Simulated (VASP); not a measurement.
# Pb in VASP: single point with PBE

Aim: the single point of Pb with PBE.

All numbers are computed with VASP 6.6.1; they aren't measurements. Logs are shortened: lines on timing, memory, paths and dates and some standing lists are left out, and cuts for length are marked.

### Step 1. The cell of the first run

The cell holds a sublattice, 2 atoms: a = 4.310 Å, b = 4.450 Å, c = 6.501 Å, α = 90.00°, β = 109.36°, γ = 90.00°.

### Step 2. Single point, PBE

INCAR reads:

```
SYSTEM = Pb
PREC = Accurate ; ENCUT = 400
EDIFF = 1E-6 ; ISMEAR = 0
SIGMA = 0.1 ; LREAL = .False.
LASPH = .True. ; NELM = 120
ALGO = Normal ; ISIF = 2
LWAVE = .False. ; LCHARG = .False.
GGA = PE ; NBANDS = 21
GGA_COMPAT = .False.
```

KPOINTS reads:

```
Automatic mesh
0
Gamma
  8 6 8
  0 0 0
```

POSCAR reads:

```
Pb
1.0
    4.3097531800      0.0000000000      0.0000000000
    0.0000000000      0.0000000000     -4.4504935700
   -2.1548765900      6.1339473500      0.0000000000
Pb
2
Direct
    0.3682392700      0.2500000000      0.7364785400
    0.6317607300      0.7500000000      0.2635214600
```

Potentials or basis: VASP PAW PBE potentials, release 64 (Pb_d).

The run is started by

```sh
$ cat potpaw_PBE.64/Pb_d/POTCAR > POTCAR
$ mpirun -np 1 vasp_std > vasp.out
```

OUTCAR:

```text
SYSTEM = Pb
   PREC = Accurate
   ENCUT = 400
   EDIFF = 1E-6
   ISMEAR = 0
   LREAL = .False.
   LASPH = .True.
   NELM = 120
   ISIF = 2
   GGA = PE

 ion  position               nearest neighbor table
   1  0.368  0.250  0.736-   2 3.92   2 3.92
   2  0.632  0.750  0.264-   1 3.92   1 3.92

  LATTYP: Found a base centered orthorhombic cell.
 ALAT       =     4.3097531800
 B/A-ratio  =     2.8465422932
 C/A-ratio  =     1.0326562530

  Lattice vectors:

 A1 = (  -2.1548765900,  -6.1339473500,   0.0000000000)
 A2 = (  -2.1548765900,   6.1339473500,   0.0000000000)
 A3 = (   0.0000000000,   0.0000000000,  -4.4504935700)

Analysis of symmetry for initial positions (statically):
=====================================================================
 Subroutine PRICEL returns:
 Original cell was already a primitive cell.

 Routine SETGRP: Setting up the symmetry group for a
 base centered orthorhombic supercell.

 Subroutine GETGRP returns: Found  8 space group operations
 (whereof  4 operations were pure point group operations)
 out of a pool of  8 trial point group operations.

The static configuration has the point symmetry C_2h.
 The point group associated with its full space group is D_2h.

Analysis of symmetry for dynamics (positions and initial velocities):
=====================================================================
 Subroutine PRICEL returns:
 Original cell was already a primitive cell.

 Routine SETGRP: Setting up the symmetry group for a
 base centered orthorhombic supercell.

 Subroutine GETGRP returns: Found  8 space group operations
 (whereof  4 operations were pure point group operations)
 out of a pool of  8 trial point group operations.

The dynamic configuration has the point symmetry C_2h.
 The point group associated with its full space group is D_2h.

 Subroutine INISYM returns: Found  8 space group operations
 (whereof  4 operations are pure point group operations),
 and found     1 'primitive' translations

----------------------------------------------------------------------------------------

                                     Primitive cell

  volume of cell :     117.6524

  direct lattice vectors                    reciprocal lattice vectors
     4.309753180  0.000000000  0.000000000     0.232031849  0.081513579  0.000000000
     0.000000000  0.000000000 -4.450493570     0.000000000  0.000000000 -0.224694179
[... 82 lines left out ...]
   LASPH  =      T    aspherical Exc in radial PAW
   ENCUT  =  400.0 eV  29.40 Ry    5.42 a.u.   7.03  7.26 10.60*2*pi/ulx,y,z
   NELM   =    120;   NELMIN=  2; NELMDL= -5     # of ELM steps
   EDIFF  = 0.1E-05   stopping-criterion for ELM
   LREAL  =      F    real-space projection
   EDIFFG = 0.1E-04   stopping-criterion for IOM
   NSW    =      0    number of steps for IOM
   IBRION =     -1    ionic relax: 0-MD 1-quasi-New 2-CG
   NFREE  =      0    steps in history (QN), initial steepest desc. (CG)
   ISIF   =      2    stress and relaxation
   ISYM   =      2    0-nonsym 1-usesym 2-fastsym
   POTIM  = 0.5000    time-step for ionic-motion
   TEBEG  =    0.0;   TEEND  =   0.0 temperature during run
   PSTRESS=    0.0 pullay stress
   NELECT =      28.0000    total number of electrons
   NUPDOWN=      -1.0000    fix difference up-down
   EMIN   =  10.00;   EMAX   =-10.00  energy-range for DOS
   EFERMI =   0.00;   METHOD = LEGACY
   ISMEAR =     0;   SIGMA  =   0.10  broadening in eV -4-tet -1-fermi 0-gaus
   EFERMI_NEDOS =   21; number of points for ismear=-14 and -15
   IALGO  =     38    algorithm
   IMIX   =      4    mixing-type and parameters
     AMIX     =   0.40;   BMIX     =  1.00
     AMIX_MAG =   1.60;   BMIX_MAG =  1.00
  volume/ion in A,a.u.               =      58.83       396.98
  Fermi-wavevector in a.u.,A,eV,Ry     =   1.014520  1.917165 14.003809  1.029251
  Thomas-Fermi vector in A             =   2.147752
   LORBIT       =      0    0 simple, 1 ext, 2 COOP (PROOUT), +10 PAW based schemes
   GGA     = PE    functional components
   LHFCALC =     F    Hartree Fock is set to
   AEXX    =    0.0000 exact exchange contribution
   IVDW    =     0    specifies the selected vdW correction
   LEPSILON=     F    determine dielectric tensor
   LRPA    =     F    only Hartree local field effects (RPA)
 non-spin polarized calculation
 Gauss-broadening in eV      SIGMA  =   0.10
  energy-cutoff  :      400.00
  volume of cell :      117.65
 maximum number of plane-waves:      2160
   NGX = 15   NGY = 15   NGZ = 21

 number of electron      27.9999995 magnetization

 Free energy of the ion-electron system (eV)
  ---------------------------------------------------
  ext. energy  EPLUGINS =         0.00000000
  ---------------------------------------------------
  free energy    TOTEN  =        -5.46802445 eV

  energy without entropy =       -5.45697898  energy(sigma->0) =       -5.46250171

 E-fermi :   1.8595     XC(G=0):  -7.3522

 val. band max:        1.8336911262   @ k =   0.5000   0.5000   0.2500
 cond. band min:       1.8683372051   @ k =   0.2500   0.3333   0.2500
 fundamental gap:      0.0346460790
 Fermi energy:         1.8594741979

 k-point     1 :       0.0000    0.0000    0.0000
  band No.  band energies     occupation
      1     -15.3173      2.00000
      2     -15.3159      2.00000
      3     -15.2927      2.00000
      4     -15.2881      2.00000
      5     -15.2828      2.00000
      6     -15.2655      2.00000
[... 565 lines left out ...]
     20       8.0377      0.00000
     21       9.1606      0.00000

 [... further k-points ...]

------------------------ aborting loop because EDIFF is reached ----------------------------------------

  FORCE on cell =-STRESS in cart. coord.  units (eV):
  Direction    XX          YY          ZZ          XY          YZ          ZX
  --------------------------------------------------------------------------------------
  -------------------------------------------------------------------------------------
  Total       -3.3962937     -4.4586122     -4.4636227      0.0000000      0.0000000      0.0000000
  in kB      -46.2503686    -60.7169101    -60.7851426      0.0000000      0.0000000      0.0000000
  external PRESSURE =     -55.9174738 kB  Pullay stress =       0.0000000 kB

 VOLUME and BASIS-vectors are now :
 -----------------------------------------------------------------------------
  energy-cutoff  :      400.00
  volume of cell :      117.65
      direct lattice vectors                 reciprocal lattice vectors
     4.309753180  0.000000000  0.000000000     0.232031849  0.081513579  0.000000000
     0.000000000  0.000000000 -4.450493570     0.000000000  0.000000000 -0.224694179
    -2.154876590  6.133947350  0.000000000     0.000000000  0.163027157  0.000000000

 POSITION                                       TOTAL-FORCE (eV/Angst)
 -----------------------------------------------------------------------------------
     -0.00000      4.51752     -1.11262         0.000000     -0.226134      0.000000
      2.15488      1.61643     -3.33787        -0.000000      0.226134     -0.000000
 -----------------------------------------------------------------------------------
    total drift:                                0.000000     -0.000000     -0.000000

  FREE ENERGIE OF THE ION-ELECTRON SYSTEM (eV)
  ---------------------------------------------------
  free  energy   TOTEN  =        -5.4680244477 eV

  energy  without entropy=       -5.4569789751  energy(sigma->0) =       -5.46250171
```

OSZICAR:

```text
N       E                     dE             d eps       ncg     rms          rms(c)
DAV:   1     0.264311782551E+03    0.26431E+03   -0.11659E+04  3528   0.108E+03
DAV:   2     0.152749195483E+02   -0.24904E+03   -0.24406E+03  3603   0.337E+02
DAV:   3    -0.476187658246E+01   -0.20037E+02   -0.19919E+02  4247   0.119E+02
DAV:   4    -0.543871810803E+01   -0.67684E+00   -0.67664E+00  4031   0.309E+01
DAV:   5    -0.547085128345E+01   -0.32133E-01   -0.32133E-01  4759   0.551E+00    0.670E-01
DAV:   6    -0.546508140353E+01    0.57699E-02   -0.29413E-02  4766   0.158E+00    0.440E-01
DAV:   7    -0.546744547943E+01   -0.23641E-02   -0.29284E-02  4133   0.153E+00    0.135E-01
DAV:   8    -0.546801137312E+01   -0.56589E-03   -0.38742E-03  4106   0.893E-01    0.453E-02
DAV:   9    -0.546799945392E+01    0.11919E-04   -0.11723E-04  5150   0.105E-01    0.362E-02
DAV:  10    -0.546802354935E+01   -0.24095E-04   -0.10407E-04  3859   0.120E-01    0.687E-03
DAV:  11    -0.546802444774E+01   -0.89838E-06   -0.64023E-06  4538   0.263E-02
   1 F= -.54680244E+01 E0= -.54625017E+01  d E =-.110455E-01
```

It took 2 min on 1 thread of Intel Xeon 8259CL, shared host; peak memory 0.25 GiB.

Results:

```
Free energy            : -5.4680 eV
Pressure               : -5.6 GPa
Largest force          : 0.226 eV/Å
Band gap on the k mesh : zero (bands 14 and 15 overlap by 2.01 eV)
```

Forces on the atoms (eV/Å):
```
Pb   0.000 -0.226  0.000
Pb   0.000  0.226  0.000
```

Levels at points of the mesh, in eV from the Fermi level:
```csv
k point,band 10,band 11,band 12,band 13,band 14,band 15,band 16,band 17,band 18,band 19
"(0.00, 0.00, 0.00)",-17.08,-9.06,-7.46,-1.52,0.91,2.06,2.40,3.34,3.38,4.42
"(0.50, 0.00, 0.00)",-17.09,-8.30,-7.58,-1.55,-1.23,0.99,1.93,2.43,2.98,5.82
"(0.00, 0.50, 0.00)",-17.10,-8.06,-8.06,-0.65,-0.65,0.39,0.39,2.71,2.71,6.75
"(0.50, 0.50, 0.00)",-17.09,-7.62,-7.62,-1.13,-1.13,0.09,0.09,1.57,1.57,4.95
"(0.00, 0.00, 0.50)",-17.10,-8.42,-8.37,0.31,0.74,1.38,1.79,1.91,3.47,4.98
"(0.00, 0.50, 0.50)",-17.09,-8.00,-8.00,-1.95,-1.95,2.66,2.66,3.07,3.07,5.73
```

Caveat: spin-orbit coupling is left out, which moves the levels of the heavy elements.
